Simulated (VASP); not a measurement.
# LiH (I4/mmm) in VASP: a series of runs

LiH is run at these levels: PBE; tasks: single point.

All numbers are computed with VASP 6.6.1; they aren't measurements. Logs are shortened: lines on timing, memory, paths and dates and some standing lists are left out, and cuts for length are marked.

## (1) The cell of the first run

Symmetry: I4/mmm, No. 139, tetragonal system. The conventional cell has a = 2.817 Å, b = 2.817 Å, c = 4.065 Å, α = 90.00°, β = 90.00°, γ = 90.00°. Li (site symmetry 4/mmm) has 6 H at 1.99 to 2.03 Å within 2.6 Å. H (site symmetry 4/mmm) has 6 Li at 1.99 to 2.03 Å within 2.6 Å.

## (2) Single point, PBE (strain -0.0200 x Voigt [1, 1, 0, 0, 0, 0])

File INCAR:

```
SYSTEM = LiH
PREC     = Accurate       ! precision mode
ENCUT    = 520            ! plane-wave cutoff, eV
EDIFF    = 1E-6           ! SCF threshold, eV
ISMEAR   = 0              ! smearing method
SIGMA    = 0.05           ! smearing width, eV
LREAL    = .FALSE.        ! projectors in reciprocal space
LASPH    = .TRUE.         ! aspherical terms in the spheres
NELM     = 80             ! most SCF steps
ALGO     = Normal         ! electronic algorithm
ISIF     = 2              ! what is computed and relaxed
LWAVE    = .FALSE.        ! write WAVECAR
LCHARG   = .FALSE.        ! write CHGCAR
GGA      = PE             ! functional
NBANDS   = 9              ! bands
```

File KPOINTS:

```
Automatic mesh
0
G
  10 10 10
  0 0 0
```

File POSCAR:

```
LiH
1.0
    0.0000000000      1.9918500000      2.0325000000
    1.9918500000      0.0000000000      2.0325000000
    1.9918500000      1.9918500000      0.0000000000
Li H
1 1
Direct
    0.0000000000      0.0000000000      0.0000000000
    0.5000000000      0.5000000000      0.5000000000
```

Potentials or basis: VASP PAW PBE potentials, release 64 (Li_sv, H).

On the command line:

```console
> cat potpaw_PBE.64/Li_sv/POTCAR potpaw_PBE.64/H/POTCAR > POTCAR
> mpirun -np 1 vasp_std > vasp.out
```

OUTCAR:

```text
SYSTEM = LiH
   PREC = Accurate
   ENCUT = 520
   EDIFF = 1E-6
   ISMEAR = 0
   LREAL = .FALSE.
   LASPH = .TRUE.
   NELM = 80
   ISIF = 2
   GGA = PE

 ion  position               nearest neighbor table
   1  0.000  0.000  0.000-
   2  0.500  0.500  0.500-

  LATTYP: Found a body centered tetragonal cell.
 ALAT       =     2.8169012842
 C/A-ratio  =     1.4430750636

  Lattice vectors:

 A1 = (  -1.9918500000,   0.0000000000,   2.0325000000)
 A2 = (   1.9918500000,   0.0000000000,   2.0325000000)
 A3 = (   0.0000000000,   1.9918500000,  -2.0325000000)

Analysis of symmetry for initial positions (statically):
=====================================================================
 Subroutine PRICEL returns:
 Original cell was already a primitive cell.

 Routine SETGRP: Setting up the symmetry group for a
 body centered tetragonal supercell.

 Subroutine GETGRP returns: Found 16 space group operations
 (whereof 16 operations were pure point group operations)
 out of a pool of 16 trial point group operations.

The static configuration has the point symmetry D_4h.

Analysis of symmetry for dynamics (positions and initial velocities):
=====================================================================
 Subroutine PRICEL returns:
 Original cell was already a primitive cell.

 Routine SETGRP: Setting up the symmetry group for a
 body centered tetragonal supercell.

 Subroutine GETGRP returns: Found 16 space group operations
 (whereof 16 operations were pure point group operations)
 out of a pool of 16 trial point group operations.

The dynamic configuration has the point symmetry D_4h.

 Subroutine INISYM returns: Found 16 space group operations
 (whereof 16 operations are pure point group operations),
 and found     1 'primitive' translations

----------------------------------------------------------------------------------------

                                     Primitive cell

  volume of cell :      16.1278

  direct lattice vectors                    reciprocal lattice vectors
     0.000000000  1.991850000  2.032500000    -0.251022918  0.251022918  0.246002460
     1.991850000  0.000000000  2.032500000     0.251022918 -0.251022918  0.246002460
     1.991850000  1.991850000  0.000000000     0.251022918  0.251022918 -0.246002460

  length of vectors
     2.845790342  2.845790342  2.816901284     0.431905339  0.431905339  0.431905339

[... 85 lines left out ...]
   NFREE  =      0    steps in history (QN), initial steepest desc. (CG)
   ISIF   =      2    stress and relaxation
   ISYM   =      2    0-nonsym 1-usesym 2-fastsym
   POTIM  = 0.5000    time-step for ionic-motion
   TEBEG  =    0.0;   TEEND  =   0.0 temperature during run
   PSTRESS=    0.0 pullay stress
   NELECT =       4.0000    total number of electrons
   NUPDOWN=      -1.0000    fix difference up-down
   EMIN   =  10.00;   EMAX   =-10.00  energy-range for DOS
   EFERMI =   0.00;   METHOD = LEGACY
   ISMEAR =     0;   SIGMA  =   0.05  broadening in eV -4-tet -1-fermi 0-gaus
   EFERMI_NEDOS =   21; number of points for ismear=-14 and -15
   IALGO  =     38    algorithm
   IMIX   =      4    mixing-type and parameters
     AMIX     =   0.40;   BMIX     =  1.00
     AMIX_MAG =   1.60;   BMIX_MAG =  1.00
  volume/ion in A,a.u.               =       8.06        54.42
  Fermi-wavevector in a.u.,A,eV,Ry     =   1.028577  1.943729 14.394570  1.057971
  Thomas-Fermi vector in A             =   2.162581
   LORBIT       =      0    0 simple, 1 ext, 2 COOP (PROOUT), +10 PAW based schemes
   GGA     = PE    functional components
   LHFCALC =     F    Hartree Fock is set to
   AEXX    =    0.0000 exact exchange contribution
   IVDW    =     0    specifies the selected vdW correction
   LEPSILON=     F    determine dielectric tensor
   LRPA    =     F    only Hartree local field effects (RPA)
 non-spin polarized calculation
 Gauss-broadening in eV      SIGMA  =   0.05
  energy-cutoff  :      520.00
  volume of cell :       16.13
 maximum number of plane-waves:       448
 NGX is ok and might be reduce to    24
   NGX = 11   NGY = 11   NGZ = 11

 number of electron       3.9999996 magnetization

 Free energy of the ion-electron system (eV)
  ---------------------------------------------------
  ext. energy  EPLUGINS =         0.00000000
  ---------------------------------------------------
  free energy    TOTEN  =        -6.12609166 eV

  energy without entropy =       -6.12609166  energy(sigma->0) =       -6.12609166

 E-fermi :   0.3383     XC(G=0):  -8.5061

 val. band max:        0.1357289906   @ k =   0.5000   0.0000   0.5000
 cond. band min:       2.8865826781   @ k =   0.5000   0.5000   0.0000
 fundamental gap:      2.7508536875
 Fermi energy:         0.3382593877

 k-point     1 :       0.0000    0.0000    0.0000
  band No.  band energies     occupation
      1     -44.2079      2.00000
      2      -5.3428      2.00000
      3      16.1450      0.00000
      4      17.9057      0.00000
      5      17.9057      0.00000
      6      18.0750      0.00000
      7      22.5999      0.00000
      8      22.7159      0.00000
      9      22.7159      0.00000
[... 265 lines left out ...]
 k-point    24 :       0.4000    0.3000    0.0000
  band No.  band energies     occupation
      1     -44.1610      2.00000
      2      -2.2812      2.00000
      3       6.5559      0.00000
      4      10.6794      0.00000
      5      12.0721      0.00000
      6      16.4720      0.00000
      7      17.7722      0.00000
      8      29.5357      0.00000
      9      30.3661      0.00000

 [... further k-points ...]

------------------------ aborting loop because EDIFF is reached ----------------------------------------

  FORCE on cell =-STRESS in cart. coord.  units (eV):
  Direction    XX          YY          ZZ          XY          YZ          ZX
  --------------------------------------------------------------------------------------
  -------------------------------------------------------------------------------------
  Total        0.0138769      0.0138769     -0.1245957      0.0000000      0.0000000     -0.0000000
  in kB        1.3785681      1.3785681    -12.3776948      0.0000000      0.0000000     -0.0000000
  external PRESSURE =      -3.2068529 kB  Pullay stress =       0.0000000 kB

 VOLUME and BASIS-vectors are now :
 -----------------------------------------------------------------------------
  energy-cutoff  :      520.00
  volume of cell :       16.13
      direct lattice vectors                 reciprocal lattice vectors
     0.000000000  1.991850000  2.032500000    -0.251022918  0.251022918  0.246002460
     1.991850000  0.000000000  2.032500000     0.251022918 -0.251022918  0.246002460
     1.991850000  1.991850000  0.000000000     0.251022918  0.251022918 -0.246002460

 POSITION                                       TOTAL-FORCE (eV/Angst)
 -----------------------------------------------------------------------------------
      0.00000      0.00000      0.00000        -0.000000      0.000000     -0.000000
      1.99185      1.99185      2.03250         0.000000     -0.000000      0.000000
 -----------------------------------------------------------------------------------
    total drift:                                0.000000     -0.000000     -0.000000

  FREE ENERGIE OF THE ION-ELECTRON SYSTEM (eV)
  ---------------------------------------------------
  free  energy   TOTEN  =        -6.1260916605 eV

  energy  without entropy=       -6.1260916605  energy(sigma->0) =       -6.12609166
```

OSZICAR:

```text
N       E                     dE             d eps       ncg     rms          rms(c)
DAV:   1    -0.171133137804E+01   -0.17113E+01   -0.14033E+03  1860   0.399E+02
DAV:   2    -0.630103912054E+01   -0.45897E+01   -0.45664E+01  2604   0.555E+01
DAV:   3    -0.636847462064E+01   -0.67436E-01   -0.67415E-01  2249   0.541E+00
DAV:   4    -0.636889675075E+01   -0.42213E-03   -0.42211E-03  2520   0.356E-01
DAV:   5    -0.636889951743E+01   -0.27667E-05   -0.27667E-05  2291   0.199E-02    0.287E+00
DAV:   6    -0.618572849329E+01    0.18317E+00   -0.14897E-01  2025   0.120E+00    0.144E+00
DAV:   7    -0.612436037252E+01    0.61368E-01   -0.19261E-01  2169   0.154E+00    0.221E-01
DAV:   8    -0.612617028315E+01   -0.18099E-02   -0.44256E-03  2205   0.430E-01    0.441E-02
DAV:   9    -0.612609800529E+01    0.72278E-04   -0.16112E-04  2392   0.488E-02    0.679E-03
DAV:  10    -0.612609245042E+01    0.55549E-05   -0.65947E-06  2123   0.183E-02    0.238E-03
DAV:  11    -0.612609166049E+01    0.78993E-06   -0.18017E-07  1444   0.202E-03
   1 F= -.61260917E+01 E0= -.61260917E+01  d E =-.422446E-11
```

stdout:

```text
POSCAR found type information on POSCAR LiH
 POSCAR found :  2 types and       2 ions
 scaLAPACK will be used
 LDA part: xc-table for (Slater+PW92), standard interpolation
 POSCAR, INCAR and KPOINTS ok, starting setup
 FFT: planning ... GRIDC
 FFT: planning ... GRID_SOFT
 FFT: planning ... GRID
 WAVECAR not read
 entering main loop
```

Wall time 4.6 s (1 thread of Intel Xeon 6975P-C (Granite Rapids), shared host); peak memory 0.13 GiB.

What came out:

- Free energy: -6.1261 eV
- Band gap on the k mesh: 2.75 eV (least direct gap 2.91 eV)

Caveat: the cell differs from its parent crystal (strain -0.0200 x Voigt [1, 1, 0, 0, 0, 0]); the cutoff is under 1.25 times the usual one of these potentials, so pressure, stress and relaxed cells hold a basis-set (Pulay) error. A k mesh can miss the band edges.

[end of part 1 of 2]
